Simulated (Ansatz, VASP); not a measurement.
One calculation of C, two programs

Contents of INCAR:

```
ALGO     = Normal         # electronic algorithm
EDIFF    = 1E-6           # SCF threshold, eV
ENCUT    = 600            # plane-wave cutoff, eV
GGA      = PS             # functional
GGA_COMPAT= F            
ISIF     = 2              # what is computed and relaxed
ISMEAR   = 0              # smearing method
LASPH    = T              # aspherical terms in the spheres
LCHARG   = F              # write CHGCAR
LREAL    = F              # projectors in reciprocal space
LWAVE    = F              # write WAVECAR
NBANDS   = 11             # bands
NELM     = 120            # most SCF steps
PREC     = Accurate       # precision mode
SIGMA    = 0.1            # smearing width, eV
```

The input KPOINTS:

```
k-points
0
Gamma
  8 8 8
```

POSCAR

```
C
1.0
    0.0000000000      1.7833700000      1.7833700000
    1.7833700000      0.0000000000      1.7833700000
    1.7833700000      1.7833700000      0.0000000000
C
2
Direct
    0.7500000000      0.7500000000      0.7500000000
    0.5000000000      0.5000000000      0.5000000000
```

Input for Ansatz:

```yaml
crystal:
  lattice:
    - [0.0, 1.78337, 1.78337]
    - [1.78337, 0.0, 1.78337]
    - [1.78337, 1.78337, 0.0]
  atoms:
    - { symbol: C, position: [0.75, 0.75, 0.75] }
    - { symbol: C, position: [0.5, 0.5, 0.5] }
basis:
  ecutwfc: 420
kpoints:
  mp_grid: { grid: [8, 8, 8] }
hamiltonian:
  xc: pbesol
scf:
  occupations: { method: gaussian, width: 0.1 }
output:
  forces: true
  stress: true
  eigenvalues: true
```

Alike in both runs: task single point; functional PBEsol; k mesh 8 × 8 × 8; occupations gaussian, width 0.1 eV; no spin polarisation.

|  | VASP | Ansatz |
| --- | --- | --- |
| version | VASP 6.6.1 | Ansatz 0.2.0 |
| potentials or method | VASP PAW PBE potentials, release 64 (C), cutoff 600 eV | scalar-relativistic, plane waves, PAW |
| valence electrons in the cell | 8 | 8 |

|  | VASP | Ansatz | Ansatz less VASP |
| --- | --- | --- | --- |
| gap on the k mesh at the Fermi level (eV) | 4.00 | 4.01 | +0.005 |
| least direct gap on the mesh (eV) | 5.54 | 5.54 | +0.001 |
| pressure (GPa) | -4.4 | -4.8 | -0.40 |

VASP's potentials were made for PBE, not for PBEsol. The functional is the same, so the differences come from potentials, cutoffs and numerics.
